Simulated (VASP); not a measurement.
SnO:

```
Sn O
1.0
     0.00000    2.73936    2.73936
     2.73936    0.00000    2.73936
     2.73936    2.73936    0.00000
Sn O
1 1
Direct
  0.00000 0.00000 0.00000
  0.25000 0.25000 0.25000
```

This cell differs from its parent crystal: strain +1.1%.

Base run:

| Property | Result |
| --- | --- |
| Program | VASP 6.6.1 |
| Functional | PBE |
| Potentials or basis | VASP PAW PBE potentials, release 64 (Sn_d, O) |
| Cutoff | 520 eV |
| k mesh | 8 × 8 × 8 |
| Occupations | fermi-dirac, width 0.02 eV |
| Spin | no spin polarisation |

Its results: band gap on the k mesh zero (band 10 reaches 5.72 eV, above the bottom of band 11 at 5.53 eV); pressure 0.2 GPa.

Q: The run is repeated on the same cell with these changes: functional from PBE to r2SCAN. What comes out?

A: Band gap on the k mesh zero (band 10 reaches 5.66 eV, above the bottom of band 11 at 5.47 eV); pressure -2.0 GPa.

Caveats: spin-orbit coupling is left out, which moves the levels of the heavy elements; the PAW data sets were made with another functional, which shifts forces and pressure a little (some runs).
